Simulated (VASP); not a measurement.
## O: single point with PBE

O:

```
O
1.0
     3.81280    0.00000    0.00000
     0.00000    3.71210    0.00000
    -0.97631    0.00000    2.89312
O
4
Direct
  0.33297 0.30588 0.18130
  0.66703 0.30588 0.31871
  0.66703 0.69412 0.81871
  0.33297 0.69412 0.68129
```

- Program: VASP 6.6.1
- Task: single point
- Functional: PBE
- Potentials or basis: VASP PAW PBE potentials, release 64 (O)
- Cutoff: 520 eV
- k mesh: 7 × 7 × 9
- Occupations: fermi-dirac, width 0.05 eV
- Spin: no spin polarisation
- Dipole correction: no
- Further INCAR settings: ALGO = Normal; EDIFF = 1e-06; NBANDS = 20

```
Pressure               : 12.1 GPa
Largest force          : 1.623 eV/Å
Band gap on the k mesh : 0.72 eV, indirect (least direct gap 0.95 eV)
```

Forces on the atoms (eV/Å):
```
O   -1.556 -0.096 -0.449
O    1.556 -0.096  0.449
O    1.556  0.096  0.449
O   -1.556  0.096 -0.449
```

Stress tensor (GPa, compression positive):
```
21.31  0.00  3.49
 0.00  7.96  0.00
 3.49  0.00  7.08
```

Levels at points of the mesh, in eV from the valence-band top:
```
           k point  band 9  band 10  band 11  band 12  band 13  band 14  band 15  band 16
(0.00, 0.00, 0.00)   -4.62    -4.59    -0.90    -0.66     1.83     1.89    10.02    11.32
```

It took 52 s on 1 thread of AMD EPYC 9R45 96-Core Processor (Zen 5) (shared host), peak memory 0.16 GiB.

Caveat: the standard files for N, O and F lose accuracy on very short bonds; spin is off for a triplet molecule; forces of over 1 eV/Å act on the atoms, so gaps and moduli don't describe the material at rest. A hybrid or GW would open this gap; PBE tends to underestimate it.
